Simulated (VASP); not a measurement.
Write the native input for VASP 6.6.1 that does the following.

- Task: relaxation of cell and atoms
- Functional: LDA
- Potentials or basis: VASP PAW LDA potentials, release 64 (Al, N)
- Cutoff: 600 eV
- k mesh: 10 × 10 × 10
- Occupations: gaussian, width 0.01 eV
- Spin: no spin polarisation
- Target pressure: 10 GPa
- Dipole correction: no
- Further INCAR settings: ALGO = Normal; EDIFF = 1e-06; IBRION = 2; EDIFFG = -0.002; NSW = 100; ISIF = 3

The structure of AlN lies in POSCAR:

```
AlN
1.0
    2.1711430961      2.1711430961      0.0000000000
   -2.1711430961      2.1711430961      0.0000000000
    0.0000000000      2.1711430961      2.1711430961
Al N
1 1
Direct
    0.0000000000      0.0000000000      0.0000000000
    0.2500000000      0.7500000000      0.5000000000
```

These files were run (other wordings do the same):

INCAR

```
SYSTEM = AlN
PREC = Accurate
ENCUT = 600
EDIFF = 1E-6
ISMEAR = 0
SIGMA = 0.01
LREAL = .False.
LASPH = .True.
NELM = 60
ALGO = Normal
ISIF = 3
LWAVE = .False.
LCHARG = .False.
GGA = CA
IBRION = 2
NSW = 100
EDIFFG = -0.002
PSTRESS = 100.0
```

KPOINTS

```
regular mesh
0
Gamma
  10 10 10
  0 0 0
```

Potentials or basis: VASP PAW LDA potentials, release 64 (Al, N).

Launch:

```sh
$ cat potpaw_LDA.64/Al/POTCAR potpaw_LDA.64/N/POTCAR > POTCAR
$ mpirun -np 1 vasp_std > vasp.out
```

It gave:

* Relaxed volume: 9.82 Å³/atom
* Relaxed cell: a = 3.029 Å, b = 3.029 Å, c = 3.029 Å, α = 60.00°, β = 60.00°, γ = 90.00°
* Space group after relaxing (to 0.05 Å): F-43m (No. 216)
* Energy change on relaxing (the enthalpy is what falls): +13.1 meV/atom
* Ionic steps: 6
* Pressure after relaxing: 10.0 GPa
* Band gap on the k mesh: 3.25 eV, indirect (least direct gap 4.77 eV)

Caveat: the cell is relaxed towards a set pressure, so the enthalpy falls and the energy may rise.

Wall time 28 s on 1 thread of Intel(R) Xeon(R) Platinum 8488C (Sapphire Rapids), on a shared host, peak memory 0.14 GiB.
